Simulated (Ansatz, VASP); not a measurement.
# One calculation of Ge, two programs

```
Ge
1.0
     0.00000    2.83601    2.83601
     2.83601    0.00000    2.83601
     2.83601    2.83601    0.00000
Ge
2
Direct
  0.50000 0.50000 0.50000
  0.75000 0.75000 0.75000
```

Alike in both runs: task single point; functional r2SCAN; k mesh 10 × 10 × 10; occupations methfessel-paxton of order 1, width 0.2 eV; no spin polarisation.

```csv
,VASP,Ansatz
version,VASP 6.6.1,Ansatz 0.2.0
potentials or method,"VASP PAW PBE potentials, release 64 (Ge_d), cutoff 520 eV","plane waves (500 eV) with PAW, scalar-relativistic"
valence electrons in the cell,28,28
```

|  | VASP | Ansatz | Ansatz less VASP |
| --- | --- | --- | --- |
| pressure (GPa) | 0.1 | 0.1 | -0.05 |

VASP's potentials were made for PBE, not for r2SCAN.
